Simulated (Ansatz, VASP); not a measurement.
# One calculation of SiNi3, two programs

```xyz
4
Lattice="3.3941 0.0000 0.0000 0.0000 3.3941 0.0000 0.0000 0.0000 3.3941" Properties=species:S:1:pos:R:3 pbc="T T T"
Si    0.0000    0.0000    0.0000
Ni    0.0000    1.6970    1.6970
Ni    1.6970    0.0000    1.6970
Ni    1.6970    1.6970    0.0000
```

Alike in both runs: task single point; functional r2SCAN; k mesh 6 × 6 × 6; occupations fermi-dirac, width 0.02 eV; no spin polarisation.

|  | VASP | Ansatz |
| --- | --- | --- |
| version | VASP 6.6.1 | Ansatz 0.2.0 |
| potentials or method | VASP PAW PBE potentials, release 64 (Si, Ni) | plane waves, PAW |
| plane-wave cutoff (eV) | 520 | 500 |
| valence electrons in the cell | 34 | 58 |

Ansatz gave:

| Property | Result |
| --- | --- |
| pressure (GPa) | 17.2 |

Problem. What did VASP give for the same quantities?

Solution. Pressure (GPa): 17.3.

VASP's potentials were made for PBE, not for r2SCAN. VASP's potentials hold 34 valence electrons a cell and Ansatz's 58, so a difference there can come from the potentials and not from the codes.
